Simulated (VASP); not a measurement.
Set up this calculation in VASP 6.6.1, as the native input.

```
Task                   : single point
Functional             : PBE
Potentials or basis    : VASP PAW PBE potentials, release 64 (Rb_sv)
Cutoff                 : 520 eV
k mesh                 : 14 × 14 × 14
Occupations            : gaussian, width 0.15 eV
Spin                   : no spin polarisation
Dipole correction      : no
Further INCAR settings : ALGO = Fast; EDIFF = 1e-06; NBANDS = 10
```

The structure of Rb lies in POSCAR:

```
Rb
1.0
   -2.6405470970      2.6405470970      3.1686565164
    2.6405470970     -2.6405470970      3.1686565164
    2.6405470970      2.6405470970     -3.1686565164
Rb
1
Direct
    0.0000000000      0.0000000000      0.0000000000
```

This cell differs from its parent crystal: ratio of the length along z to the lengths across it x 1.2, volume and fractional coordinates fixed.

These files were run (other wordings do the same):

INCAR

```
ALGO     = Fast           # electronic algorithm
EDIFF    = 1E-6           # SCF threshold, eV
ENCUT    = 520            # plane-wave cutoff, eV
GGA      = PE             # functional
ISIF     = 2              # what is computed and relaxed
ISMEAR   = 0              # smearing method
LASPH    = True           # aspherical terms in the spheres
LCHARG   = True           # write CHGCAR
LELF     = True           # ELF
LREAL    = False          # projectors in reciprocal space
LVHAR    = True         
LWAVE    = False          # write WAVECAR
NBANDS   = 10             # bands
NELM     = 60             # most SCF steps
PREC     = Accurate       # precision mode
SIGMA    = 0.15           # smearing width, eV
```

KPOINTS

```
k-points
0
Gamma
  14 14 14
```

Potentials or basis: VASP PAW PBE potentials, release 64 (Rb_sv).

The run is started by

```console
$ cat potpaw_PBE.64/Rb_sv/POTCAR > POTCAR
$ mpirun -np 1 vasp_std > vasp.out
```

It gave:

| Item | Value |
| --- | --- |
| Pressure | 0.1 GPa |

Run time: 71 s on 1 thread of Intel(R) Xeon(R) 6975P-C (Granite Rapids), with other jobs on the host, peak memory 0.34 GiB.
